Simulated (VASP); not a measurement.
Runs of VASP 6.6.1 on Re. The structure is that of space group Im-3m (No. 229), or close to it. The cells are those of the table. 

```tsv
task	potentials or basis	cell	cutoff (eV)	second run	gap on the mesh (eV)	pressure (GPa)	relaxed volume (Å³/atom)
relaxation of cell and atoms	VASP PAW LDA potentials, release 64 (Re)	relaxed from a = 2.651 Å, angles 109.5°, 1 atom	600	-	none	0.0	14.52
single point	VASP PAW LDA potentials, release 64 (Re)	a = 2.659 Å, angles 109.5°, 1 atom	520	-	none	1.4	-
relaxation of cell and atoms	VASP PAW LDA potentials, release 64 (Re)	relaxed from a = 2.659 Å, angles 109.5°, 1 atom	600	-	none	0.0	(a)
single point	VASP PAW LDA potentials, release 64 (Re_sv_GW)	a = 2.659 Å, angles 109.5°, 1 atom	500	valence_matched	none	-1.0	-
```

Alike in all rows: level LDA; no spin polarisation; k mesh 19 × 19 × 19; smearing fermi-dirac 0.05 eV.

**Question.** Estimate the missing entries.

**Answer.** (a) 14.53.

Caveats: spin-orbit coupling is left out, which moves the levels of the heavy elements.

A k mesh can miss the band edges, and the runs leave out spin-orbit coupling on Re.

A gap of «none» marks levels without a gap at the run's occupations.

The runs don't all hold the same shells in valence.
